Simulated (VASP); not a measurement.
# MgZn4O (P4/nmm) in VASP: notebook

Runs on MgZn4O. Level: PBE. Tasks: single point, relaxation of cell and atoms.

Everything below comes from runs of VASP 6.6.1. Logs are shortened: lines on timing, memory, paths and dates and some standing lists are left out, and cuts for length are marked.

### Step 1. The cell of the first run

It takes space group P4/nmm (No. 129, tetragonal). The conventional cell has a = 2.910 Å, b = 2.910 Å, c = 19.706 Å, α = 90.00°, β = 90.00°, γ = 90.00°. Within 2.7 Å of Mg (site symmetry 4mm) lie 5 O at 2.06 to 2.21 Å. Zn (site symmetry 4mm) has 12 Zn at 2.66 to 2.91 Å within 3.5 Å. Zn (site symmetry 4mm) has 13 Zn at 2.72 to 3.46 Å within 3.6 Å. Within 3.6 Å of Zn (site symmetry 4mm) lie 12 Zn at 2.75 to 2.91 Å. Zn (site symmetry 4mm) has 1 O at 2.54 Å and 8 Zn at 2.66 to 2.91 Å and 4 Mg at 3.24 Å within 3.3 Å. Within 2.7 Å of O (site symmetry 4mm) lie 5 Mg at 2.06 to 2.21 Å and 1 Zn at 2.54 Å.

### Step 2. Single point, PBE

File INCAR:

```
SYSTEM = MgZn4O
ALGO = Normal
EDIFF = 1E-7
ENCUT = 520
GGA = PE
ISIF = 2
ISMEAR = 0
LASPH = .True.
LCHARG = .False.
LREAL = .False.
LWAVE = .False.
NBANDS = 68
NELM = 60
PREC = Accurate
SIGMA = 0.2
```

File KPOINTS:

```
k-points
0
Gamma
  5 5 1
  0 0 0
```

File POSCAR:

```
MgZn4O
1.0
    2.9095987886      0.0000000000      0.0000000000
    0.0000000000      2.9095987886      0.0000000000
    0.0000000000      0.0000000000     19.7058672920
Mg Zn O
2 8 2
Direct
    0.0000000000      0.5000000000      0.9432257608
    0.5000000000      0.0000000000      0.0567742392
    0.0000000000      0.5000000000      0.7306333759
    0.5000000000      0.0000000000      0.6401598231
    0.0000000000      0.5000000000      0.5479127886
    0.5000000000      0.0000000000      0.8159873044
    0.0000000000      0.5000000000      0.1840126956
    0.5000000000      0.0000000000      0.2693666241
    0.0000000000      0.5000000000      0.3598401769
    0.5000000000      0.0000000000      0.4520872114
    0.0000000000      0.5000000000      0.0553261798
    0.5000000000      0.0000000000      0.9446738202
```

Potentials or basis: VASP PAW PBE potentials, release 64 (Mg, Zn, O).

Started as:

```console
$ cat potpaw_PBE.64/Mg/POTCAR potpaw_PBE.64/Zn/POTCAR potpaw_PBE.64/O/POTCAR > POTCAR
$ mpirun -np 1 vasp_std > vasp.out
```

OUTCAR:

```text
SYSTEM = MgZn4O
   EDIFF = 1E-7
   ENCUT = 520
   GGA = PE
   ISIF = 2
   ISMEAR = 0
   LASPH = .True.
   LREAL = .False.
   NELM = 60
   PREC = Accurate

 ion  position               nearest neighbor table
   1  0.000  0.500  0.943-  12 2.06  12 2.06  12 2.06  12 2.06  11 2.21   2 3.04   2 3.04   2 3.04
                             2 3.04   6 3.24   6 3.24   6 3.24   6 3.24
   2  0.500  0.000  0.057-  11 2.06  11 2.06  11 2.06  11 2.06  12 2.21   1 3.04   1 3.04   1 3.04
                             1 3.04   7 3.24   7 3.24   7 3.24   7 3.24
   3  0.000  0.500  0.731-   6 2.66   6 2.66   6 2.66   6 2.66   4 2.72   4 2.72   4 2.72   4 2.72

   4  0.500  0.000  0.640-   3 2.72   3 2.72   3 2.72   3 2.72   5 2.75   5 2.75   5 2.75   5 2.75

   5  0.000  0.500  0.548-   4 2.75   4 2.75   4 2.75   4 2.75  10 2.79  10 2.79  10 2.79  10 2.79

   6  0.500  0.000  0.816-   3 2.66   3 2.66   3 2.66   3 2.66   1 3.24   1 3.24   1 3.24   1 3.24

   7  0.000  0.500  0.184-   8 2.66   8 2.66   8 2.66   8 2.66   2 3.24   2 3.24   2 3.24   2 3.24

   8  0.500  0.000  0.269-   7 2.66   7 2.66   7 2.66   7 2.66   9 2.72   9 2.72   9 2.72   9 2.72

   9  0.000  0.500  0.360-   8 2.72   8 2.72   8 2.72   8 2.72  10 2.75  10 2.75  10 2.75  10 2.75

  10  0.500  0.000  0.452-   9 2.75   9 2.75   9 2.75   9 2.75   5 2.79   5 2.79   5 2.79   5 2.79

  11  0.000  0.500  0.055-   2 2.06   2 2.06   2 2.06   2 2.06   1 2.21
  12  0.500  0.000  0.945-   1 2.06   1 2.06   1 2.06   1 2.06   2 2.21

  LATTYP: Found a simple tetragonal cell.
 ALAT       =     2.9095987886
 C/A-ratio  =     6.7727094777

  Lattice vectors:

 A1 = (   2.9095987886,   0.0000000000,   0.0000000000)
 A2 = (   0.0000000000,   2.9095987886,   0.0000000000)
 A3 = (   0.0000000000,   0.0000000000,  19.7058672920)

Analysis of symmetry for initial positions (statically):
=====================================================================
 Subroutine PRICEL returns:
 Original cell was already a primitive cell.

 Routine SETGRP: Setting up the symmetry group for a
 simple tetragonal supercell.

 Subroutine GETGRP returns: Found 16 space group operations
 (whereof  8 operations were pure point group operations)
 out of a pool of 16 trial point group operations.

The static configuration has the point symmetry D_2d.
 The point group associated with its full space group is D_4h.

Analysis of symmetry for dynamics (positions and initial velocities):
=====================================================================
 Subroutine PRICEL returns:
 Original cell was already a primitive cell.

 Routine SETGRP: Setting up the symmetry group for a
 simple tetragonal supercell.

 Subroutine GETGRP returns: Found 16 space group operations
 (whereof  8 operations were pure point group operations)
 out of a pool of 16 trial point group operations.

The dynamic configuration has the point symmetry D_2d.
 The point group associated with its full space group is D_4h.

 Subroutine INISYM returns: Found 16 space group operations
 (whereof  8 operations are pure point group operations),
 and found     1 'primitive' translations

----------------------------------------------------------------------------------------

                                     Primitive cell

  volume of cell :     166.8252

  direct lattice vectors                    reciprocal lattice vectors
     2.909598789  0.000000000  0.000000000     0.343689997  0.000000000  0.000000000
     0.000000000  2.909598789  0.000000000     0.000000000  0.343689997  0.000000000
     0.000000000  0.000000000 19.705867292     0.000000000  0.000000000  0.050746307

  length of vectors
     2.909598789  2.909598789 19.705867292     0.343689997  0.343689997  0.050746307

  position of ions in fractional coordinates (direct lattice)
     0.000000000  0.500000000  0.943225761
     0.500000000  0.000000000  0.056774239
     0.000000000  0.500000000  0.730633376
     0.500000000  0.000000000  0.640159823
     0.000000000  0.500000000  0.547912789
     0.500000000  0.000000000  0.815987304
     0.000000000  0.500000000  0.184012696
     0.500000000  0.000000000  0.269366624
     0.000000000  0.500000000  0.359840177
     0.500000000  0.000000000  0.452087211
     0.000000000  0.500000000  0.055326180
     0.500000000  0.000000000  0.944673820

  ion indices of the primitive-cell ions
   primitive index   ion index
                 1           1
                 2           2
                 3           3
                 4           4
                 5           5
                 6           6
                 7           7
                 8           8
                 9           9
                10          10
                11          11
                12          12

----------------------------------------------------------------------------------------

 KPOINTS: k-points

Automatic generation of k-mesh.
 Grid dimensions read from file:
 generate k-points for:    5    5    1

 Generating k-lattice:

  Cartesian coordinates                     Fractional coordinates (reciprocal lattice)
     0.068737999  0.000000000  0.000000000     0.200000000  0.000000000  0.000000000
     0.000000000  0.068737999  0.000000000     0.000000000  0.200000000  0.000000000
     0.000000000  0.000000000  0.050746307     0.000000000  0.000000000  1.000000000

  Length of vectors
     0.068737999  0.068737999  0.050746307

  Shift w.r.t. Gamma in fractional coordinates (k-lattice)
     0.000000000  0.000000000  0.000000000

 Subroutine IBZKPT returns following result:
 ===========================================

 Found      6 irreducible k-points:

 Following reciprocal coordinates:
            Coordinates               Weight
  0.000000  0.000000  0.000000      1.000000
  0.200000  0.000000  0.000000      4.000000
  0.400000  0.000000  0.000000      4.000000
  0.200000  0.200000  0.000000      4.000000
  0.400000  0.200000  0.000000      8.000000
  0.400000  0.400000  0.000000      4.000000
   k-points           NKPTS =      6   k-points in BZ     NKDIM =      6   number of bands    NBANDS=     68
   number of dos      NEDOS =    301   number of ions     NIONS =     12
   total plane-waves  NPLWV =  86400
   dimension x,y,z NGX =    24 NGY =   24 NGZ =  150
   dimension x,y,z NGXF=    48 NGYF=   48 NGZF=  300
   ions per type =               2   8   2
   NGX,Y,Z   is equivalent  to a cutoff of  13.71, 13.71, 12.65 a.u.
   NGXF,Y,Z  is equivalent  to a cutoff of  27.43, 27.43, 25.31 a.u.
 SYSTEM =  MgZn4O
   PREC   = accura    normal or accurate (medium, high low for compatibility)
   ISTART =      0    job   : 0-new  1-cont  2-samecut
   ICHARG =      2    charge: 1-file 2-atom 10-const
   ISPIN  =      1    spin polarized calculation?
   LNONCOLLINEAR =      F non collinear calculations
   LSORBIT =      F    spin-orbit coupling
   LASPH  =      T    aspherical Exc in radial PAW
   ENCUT  =  520.0 eV  38.22 Ry    6.18 a.u.   5.41  5.41 36.64*2*pi/ulx,y,z
   NELM   =     60;   NELMIN=  2; NELMDL= -5     # of ELM steps
   EDIFF  = 0.1E-06   stopping-criterion for ELM
   LREAL  =      F    real-space projection
   EDIFFG = 0.1E-05   stopping-criterion for IOM
   NSW    =      0    number of steps for IOM
   IBRION =     -1    ionic relax: 0-MD 1-quasi-New 2-CG
   NFREE  =      0    steps in history (QN), initial steepest desc. (CG)
   ISIF   =      2    stress and relaxation
   ISYM   =      2    0-nonsym 1-usesym 2-fastsym
   POTIM  = 0.5000    time-step for ionic-motion
   TEBEG  =    0.0;   TEEND  =   0.0 temperature during run
   PSTRESS=    0.0 pullay stress
   NELECT =     112.0000    total number of electrons
   NUPDOWN=      -1.0000    fix difference up-down
   EMIN   =  10.00;   EMAX   =-10.00  energy-range for DOS
   EFERMI =   0.00;   METHOD = LEGACY
   ISMEAR =     0;   SIGMA  =   0.20  broadening in eV -4-tet -1-fermi 0-gaus
   EFERMI_NEDOS =   21; number of points for ismear=-14 and -15
   IALGO  =     38    algorithm
   IMIX   =      4    mixing-type and parameters
     AMIX     =   0.40;   BMIX     =  1.00
     AMIX_MAG =   1.60;   BMIX_MAG =  1.00
  volume/ion in A,a.u.               =      13.90        93.82
  Fermi-wavevector in a.u.,A,eV,Ry     =   1.433486  2.708897 27.958385  2.054883
  Thomas-Fermi vector in A             =   2.552999
   LORBIT       =      0    0 simple, 1 ext, 2 COOP (PROOUT), +10 PAW based schemes
   GGA     = PE    functional components
   LHFCALC =     F    Hartree Fock is set to
   AEXX    =    0.0000 exact exchange contribution
   IVDW    =     0    specifies the selected vdW correction
   LEPSILON=     F    determine dielectric tensor
   LRPA    =     F    only Hartree local field effects (RPA)
 non-spin polarized calculation
 Gauss-broadening in eV      SIGMA  =   0.20
  energy-cutoff  :      520.00
  volume of cell :      166.83
 maximum number of plane-waves:      4529
 NGX is ok and might be reduce to    24
   NGX = 11   NGY = 11   NGZ = 73

 number of electron     111.9999920 magnetization

 Free energy of the ion-electron system (eV)
  ---------------------------------------------------
  ext. energy  EPLUGINS =         0.00000000
  ---------------------------------------------------
  free energy    TOTEN  =       -31.22026216 eV

  energy without entropy =      -31.18158619  energy(sigma->0) =      -31.20092417

 E-fermi :   3.4836     XC(G=0): -11.1813

 val. band max:        3.2666553715   @ k =   0.4000   0.2000   0.0000
 cond. band min:       3.6009104172   @ k =   0.4000   0.4000   0.0000
 fundamental gap:      0.3342550458
 Fermi energy:         3.4835593727

 k-point     1 :       0.0000    0.0000    0.0000
  band No.  band energies     occupation
      1     -16.2068      2.00000
      2     -15.4611      2.00000
      3      -6.6363      2.00000
      4      -6.3408      2.00000
      5      -5.5496      2.00000
      6      -4.8235      2.00000
[... 60 lines left out ...]
     67      11.8135      0.00000
     68      11.8135      0.00000
[... 353 lines left out ...]
     67       7.6838      0.00000
     68       8.1853      0.00000

------------------------ aborting loop because EDIFF is reached ----------------------------------------

  FORCE on cell =-STRESS in cart. coord.  units (eV):
  Direction    XX          YY          ZZ          XY          YZ          ZX
  --------------------------------------------------------------------------------------
  -------------------------------------------------------------------------------------
  Total       -0.0863058     -0.0863058      0.7865699      0.0000000      0.0000000      0.0000000
  in kB       -0.8288743     -0.8288743      7.5541588      0.0000000      0.0000000      0.0000000
  external PRESSURE =       1.9654701 kB  Pullay stress =       0.0000000 kB

 VOLUME and BASIS-vectors are now :
 -----------------------------------------------------------------------------
  energy-cutoff  :      520.00
  volume of cell :      166.83
      direct lattice vectors                 reciprocal lattice vectors
     2.909598789  0.000000000  0.000000000     0.343689997  0.000000000  0.000000000
     0.000000000  2.909598789  0.000000000     0.000000000  0.343689997  0.000000000
     0.000000000  0.000000000 19.705867292     0.000000000  0.000000000  0.050746307

 POSITION                                       TOTAL-FORCE (eV/Angst)
 -----------------------------------------------------------------------------------
      0.00000      1.45480     18.58708        -0.000000     -0.000000      0.048809
      1.45480      0.00000      1.11879        -0.000000      0.000000     -0.048809
      0.00000      1.45480     14.39776        -0.000000     -0.000000     -0.049077
      1.45480      0.00000     12.61490         0.000000      0.000000     -0.001917
      0.00000      1.45480     10.79710        -0.000000      0.000000     -0.001658
      1.45480      0.00000     16.07974        -0.000000      0.000000      0.036525
      0.00000      1.45480      3.62613        -0.000000      0.000000     -0.036525
      1.45480      0.00000      5.30810        -0.000000      0.000000      0.049077
      0.00000      1.45480      7.09096        -0.000000      0.000000      0.001917
      1.45480      0.00000      8.90877         0.000000      0.000000      0.001658
      0.00000      1.45480      1.09025         0.000000      0.000000     -0.037190
      1.45480      0.00000     18.61562        -0.000000      0.000000      0.037190
 -----------------------------------------------------------------------------------
    total drift:                                0.000000      0.000000      0.000000

  FREE ENERGIE OF THE ION-ELECTRON SYSTEM (eV)
  ---------------------------------------------------
  free  energy   TOTEN  =       -31.2202621559 eV

  energy  without entropy=      -31.1815861911  energy(sigma->0) =      -31.20092417
```

Run time: 2.4 min. Hardware: 1 thread of AMD EPYC 9R45 (Zen 5), shared host; peak memory 0.27 GiB.

Results:

```
Free energy            : -31.2203 eV
Pressure               : 0.2 GPa
Largest force          : 0.049 eV/Å
Band gap on the k mesh : zero (band 56 reaches 4.91 eV, above the bottom of band 57 at 2.74 eV)
```

Forces in eV/Å, atoms in the order of the input:
```
Mg   0.000  0.000  0.049
Mg   0.000  0.000 -0.049
Zn   0.000  0.000 -0.049
Zn   0.000  0.000 -0.002
Zn   0.000  0.000 -0.002
Zn   0.000  0.000  0.037
Zn   0.000  0.000 -0.037
Zn   0.000  0.000  0.049
Zn   0.000  0.000  0.002
Zn   0.000  0.000  0.002
O    0.000  0.000 -0.037
O    0.000  0.000  0.037
```

Levels at points of the mesh, in eV from the Fermi level:
| k point | band 52 | band 53 | band 54 | band 55 | band 56 | band 57 | band 58 | band 59 |
| --- | --- | --- | --- | --- | --- | --- | --- | --- |
| (0.00, 0.00, 0.00) | -3.10 | -3.09 | -3.09 | -2.21 | 0.35 | 0.47 | 4.53 | 4.89 |

Caveat: the k points lie up to 0.43 Å⁻¹ apart.

### Step 3. Relaxation of cell and atoms, PBE

This run uses another cell than the first one, of 13.39 Å³/atom, 0.963 times its volume.

File INCAR:

```
PREC     = Accurate       # precision mode
ENCUT    = 600            # plane-wave cutoff, eV
EDIFF    = 1E-6           # SCF threshold, eV
ISMEAR   = 0              # smearing method
SIGMA    = 0.2            # smearing width, eV
LREAL    = F              # projectors in reciprocal space
LASPH    = T              # aspherical terms in the spheres
NELM     = 80             # most SCF steps
ALGO     = Normal         # electronic algorithm
ISIF     = 3              # what is computed and relaxed
LWAVE    = F              # write WAVECAR
LCHARG   = F              # write CHGCAR
GGA      = PE             # functional
IBRION   = 2              # ionic algorithm
NSW      = 36             # ionic steps
EDIFFG   = -0.08          # ionic threshold
```

File KPOINTS:

```
regular mesh
0
Gamma
  5 5 1
```

File POSCAR:

```
MgZn4O
1.0
    2.9800000000      0.0000000000      0.0000000000
    0.0000000000      2.9800000000      0.0000000000
    0.0000000000      0.0000000000     18.1000000000
Mg Zn O
2 8 2
Direct
    0.0000000000      0.5000000000      0.9420000000
    0.5000000000      0.0000000000      0.0580000000
    0.0000000000      0.5000000000      0.7300000000
    0.5000000000      0.0000000000      0.6400000000
    0.0000000000      0.5000000000      0.5480000000
    0.5000000000      0.0000000000      0.8240000000
    0.0000000000      0.5000000000      0.1760000000
    0.5000000000      0.0000000000      0.2700000000
    0.0000000000      0.5000000000      0.3600000000
    0.5000000000      0.0000000000      0.4520000000
    0.0000000000      0.5000000000      0.0580000000
    0.5000000000      0.0000000000      0.9420000000
```

Potentials or basis: VASP PAW PBE potentials, release 64 (Mg, Zn, O).

Started as:

```console
$ cat potpaw_PBE.64/Mg/POTCAR potpaw_PBE.64/Zn/POTCAR potpaw_PBE.64/O/POTCAR > POTCAR
$ mpirun -np 1 vasp_std > vasp.out
```

It took 5.1 min on 1 thread of Intel Xeon 6975P-C (Granite Rapids), shared host; peak memory 0.32 GiB.

Results (log left out):

| Item | Value |
| --- | --- |
| Free energy | -31.2216 eV |
| Relaxed volume | 13.94 Å³/atom |
| Relaxed cell | a = 2.910 Å, b = 2.910 Å, c = 19.751 Å, α = 90.00°, β = 90.00°, γ = 90.00° |
| Space group after relaxing (to 0.05 Å) | P4/nmm (No. 129) |
| Energy gained by relaxing | 51.6 meV/atom |
| Ionic steps | 9 |
| Pressure after relaxing | -0.1 GPa |
| Largest force after relaxing | 0.048 eV/Å |
| Band gap on the k mesh | zero (band 56 reaches 4.84 eV, above the bottom of band 57 at 2.70 eV) |

Forces in eV/Å, atoms in the order of the input:
```
Mg   0.000  0.000  0.000
Mg   0.000  0.000  0.000
Zn   0.000  0.000 -0.031
Zn   0.000  0.000 -0.016
Zn   0.000  0.000  0.008
Zn   0.000  0.000 -0.048
Zn   0.000  0.000  0.048
Zn   0.000  0.000  0.031
Zn   0.000  0.000  0.016
Zn   0.000  0.000 -0.008
O    0.000  0.000 -0.008
O    0.000  0.000  0.008
```

Stress tensor (GPa, compression positive):
```
-0.23  0.00  0.00
 0.00 -0.23  0.00
 0.00  0.00  0.26
```

The path:
| step | energy change (eV) | largest force (eV/Å) | pressure (GPa) | volume (Å³) |
| --- | --- | --- | --- | --- |
| 1 | 0.0000 | 0.9105 | 2.84 | 160.74 |
| 2 | -0.3825 | 0.3132 | -0.57 | 166.23 |
| 3 | -0.4476 | 0.7051 | -2.58 | 170.66 |
| 4 | -0.5823 | 0.4626 | -0.23 | 167.04 |
| 5 | -0.5830 | 0.4459 | -0.06 | 166.80 |
| 6 | -0.6094 | 0.1463 | 0.01 | 166.68 |
| 7 | -0.6118 | 0.1345 | 0.10 | 166.63 |
| 8 | -0.6161 | 0.0876 | 0.04 | 166.87 |
| 9 | -0.6196 | 0.0476 | -0.06 | 167.27 |

Final structure:
```
CELL_PARAMETERS angstrom
2.91017 0.00000 0.00000
0.00000 2.91017 0.00000
0.00000 0.00000 19.75058
ATOMIC_POSITIONS crystal
Mg 0.00000 0.50000 0.94382
Mg 0.50000 0.00000 0.05618
Zn 0.00000 0.50000 0.73158
Zn 0.50000 0.00000 0.64106
Zn 0.00000 0.50000 0.54807
Zn 0.50000 0.00000 0.81767
Zn 0.00000 0.50000 0.18233
Zn 0.50000 0.00000 0.26842
Zn 0.00000 0.50000 0.35894
Zn 0.50000 0.00000 0.45193
O 0.00000 0.50000 0.05473
O 0.50000 0.00000 0.94527
```

Levels at points of the mesh, in eV from the Fermi level:
```
           k point  band 51  band 52  band 53  band 54  band 55  band 56  band 57  band 58  band 59  band 60
(0.00, 0.00, 0.00)    -3.74    -3.14    -3.14    -3.13    -2.23     0.32     0.43     4.53     4.80     7.01
```

Caveat: the k points lie up to 0.43 Å⁻¹ apart in the final cell; the relaxation stopped at a loose force limit of 0.08 eV/Å, so its end isn't a converged minimum.
